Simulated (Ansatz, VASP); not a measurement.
Two plane-wave programs on Fe4Pt

File INCAR:

```
ALGO = Normal
EDIFF = 1E-6
ENCUT = 600
GGA = PE
GGA_COMPAT = False
ISIF = 2
ISMEAR = 0
ISPIN = 2
LASPH = True
LCHARG = True
LELF = True
LMAXMIX = 4
LORBIT = 11
LREAL = False
LVHAR = True
LWAVE = False
MAGMOM = 2.99 2.99 2.99 2.99 0.57
NBANDS = 33
NELM = 200
PREC = Accurate
SIGMA = 0.1
```

The input KPOINTS:

```
k-points
0
Gamma
  6 6 6
```

Contents of POSCAR:

```
Fe4Pt
1.0
   -3.3043552000      3.3043552000      1.4553651000
    3.3043552000     -3.3043552000      1.4553651000
    3.3043552000      3.3043552000     -1.4553651000
Fe Pt
4 1
Direct
    0.6881300000      0.8931580000      0.5812880000
    0.3118700000      0.1068420000      0.4187120000
    0.1068420000      0.6881300000      0.7949720000
    0.8931580000      0.3118700000      0.2050280000
    0.5000000000      0.5000000000      0.0000000000
```

Input for Ansatz:

```yaml
crystal:
  lattice:
    - [-3.3043552, 3.3043552, 1.4553651]
    - [3.3043552, -3.3043552, 1.4553651]
    - [3.3043552, 3.3043552, -1.4553651]
  atoms:
    - { symbol: Fe, position: [0.68813, 0.893158, 0.581288], spin: 2.99 }
    - { symbol: Fe, position: [0.31187, 0.106842, 0.418712], spin: 2.99 }
    - { symbol: Fe, position: [0.106842, 0.68813, 0.794972], spin: 2.99 }
    - { symbol: Fe, position: [0.893158, 0.31187, 0.205028], spin: 2.99 }
    - { symbol: Pt, position: [0.5, 0.5, 0.0], spin: 0.57 }
basis:
  ecutwfc: 420
kpoints:
  mp_grid: { grid: [6, 6, 6] }
hamiltonian:
  xc: pbe
scf:
  occupations: { method: gaussian, width: 0.1 }
  lower_state_search: "off"
output:
  forces: true
  stress: true
  eigenvalues: true
  populations: true
magnetization:
  spin_polarized: true
```

Alike in both runs: task single point; functional PBE; k mesh 6 × 6 × 6; occupations gaussian, width 0.1 eV; collinear spin.

|  | VASP | Ansatz |
| --- | --- | --- |
| version | VASP 6.6.1 | Ansatz 0.2.0 |
| potentials or method | VASP PAW PBE potentials, release 64 (Fe, Pt), cutoff 600 eV | scalar-relativistic, plane waves, PAW |
| valence electrons in the cell | 42 | 82 |

Ansatz gave:

| Property | Result |
| --- | --- |
| gap on the k mesh at the Fermi level (eV) | none |
| pressure (GPa) | 0.2 |
| traceless stress, the component that is largest in VASP (GPa) | -0.52 |
| rms of the force components (eV/Å) | 0.007 |
| net moment per atom (μB) | 2.25 |
| size of the moment on the site where the two differ most (μB) | 0.53 |

Task: Estimate VASP's values.

Result: gap on the k mesh at the Fermi level (eV): none; pressure (GPa): -0.3; traceless stress, the component that is largest in VASP (GPa): -0.55; rms of the force components (eV/Å): 0.012; net moment per atom (μB): 2.25; size of the moment on the site where the two differ most (μB): 0.46.

Site moments also hang on the region over which each program counts them. Atom by atom the forces differ by 0.006 eV/Å (rms over components). A gap of «none» marks a metal or a gap that the smearing closes. The functional is the same, so the differences come from potentials, cutoffs and numerics. VASP's potentials hold 42 valence electrons a cell and Ansatz's 82, so a difference there can come from the potentials and not from the codes.

The k mesh is coarse, so the values compare programs but aren't converged. Spin-orbit coupling is off throughout.
